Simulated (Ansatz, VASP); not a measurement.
Two plane-wave programs on Mg3O2

```
Mg O
1.0
    -2.48669    1.81883    5.50318
     2.48669   -1.81883    5.50318
     2.48669    1.81883   -5.50318
Mg O
3 2
Direct
  0.33180 0.83180 0.50000
  0.66820 0.16820 0.50000
  0.00000 0.50000 0.50000
  0.50000 0.50000 0.00000
  0.50000 0.00000 0.50000
```

Alike in both runs: functional PBE; k mesh 5 × 5 × 5; occupations gaussian, width 0.2 eV; no spin polarisation.

Ansatz relaxed the structure, and its values are those at the end. VASP's run is a single point on that final structure, the one shown.

```csv
,VASP,Ansatz
version,VASP 6.6.1,Ansatz 0.2.0
potentials or method,"VASP PAW PBE potentials, release 64 (Mg, O), cutoff 520 eV","scalar-relativistic, plane waves, PAW"
valence electrons in the cell,18,42
```

```csv
,VASP,Ansatz,Ansatz less VASP
gap on the k mesh at the Fermi level (eV),none,none,-
pressure (GPa),0.1,0.2,+0.09
rms of the force components (eV/Å),0.007,0.001,-0.0058
```

A gap of «none» marks a metal or a gap that the smearing closes. VASP's potentials hold 18 valence electrons a cell and Ansatz's 42, so a difference there can come from the potentials and not from the codes.

The k mesh is coarse, so the values compare programs but aren't converged.
